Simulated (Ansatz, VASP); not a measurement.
This is a calculation of Ti for Ansatz 0.2.0.

Contents of input.yaml:

```yaml
crystal:
  lattice:
    - [0.0, 2.03, 2.03]
    - [2.03, 0.0, 2.03]
    - [2.03, 2.03, 0.0]
  atoms:
    - { symbol: Ti, position: [0.0, 0.0, 0.0] }
hamiltonian:
  xc: r2scan
  pseudopotentials: { kind: paw }
kpoints:
  mp_grid: { grid: [11, 11, 11] }
scf:
  occupations: { method: fermi_dirac, width: 0.05 }
output:
  forces: true
  stress: true
  eigenvalues: true
```

Potentials or basis: Ansatz PAW.

The run is started by

```console
$ ansatz run input.yaml --threads 2 --pin off --max-ram 5632MiB --backend cpu --events-out ev --progress --plain --runs-dir out
```

Q: Set up the same calculation for VASP 6.6.1. Potentials there: VASP PAW PBE potentials, release 64 (Ti_sv).

A: As run (the cutoff follows the program's own potentials):

The input POSCAR:

```
Ti
1.0
    0.0000000000      2.0300000000      2.0300000000
    2.0300000000      0.0000000000      2.0300000000
    2.0300000000      2.0300000000      0.0000000000
Ti
1
Direct
    0.0000000000      0.0000000000      0.0000000000
```

Contents of INCAR.step1:

```
ALGO = Normal ; EDIFF = 1E-4
ENCUT = 520 ; GGA = PE
ISMEAR = -1 ; LASPH = True
LCHARG = False ; LREAL = False
LWAVE = True ; NBANDS = 12
NELM = 60 ; PREC = Accurate
SIGMA = 0.05
```

File INCAR.step2:

```
ALGO = Normal ; EDIFF = 1E-7
ENCUT = 520 ; ISIF = 2
ISMEAR = -1 ; ISTART = 1
LASPH = True ; LCHARG = True
LELF = True ; LMIXTAU = True
LREAL = False ; LVHAR = True
LWAVE = False ; METAGGA = R2SCAN
NBANDS = 12 ; NELM = 60
PREC = Accurate ; SIGMA = 0.05
```

File KPOINTS:

```
k-points
0
Gamma
  11 11 11
```

Potentials or basis: VASP PAW PBE potentials, release 64 (Ti_sv).

Run with:

```console
$ cat potpaw_PBE.64/Ti_sv/POTCAR > POTCAR
$ cp INCAR.step1 INCAR
$ mpirun -np 1 vasp_std > vasp.out
$ cp INCAR.step2 INCAR
$ mpirun -np 1 vasp_std > vasp.out
```

Both were run:

|  | VASP | Ansatz | Ansatz less VASP |
| --- | --- | --- | --- |
| gap on the k mesh at the Fermi level (eV) | none | none | - |
| pressure (GPa) | 4.7 | 4.2 | -0.44 |

VASP's potentials were made for PBE, not for r2SCAN. A gap of «none» marks a metal or a gap that the smearing closes. The functional is the same, so the differences come from potentials, cutoffs and numerics.
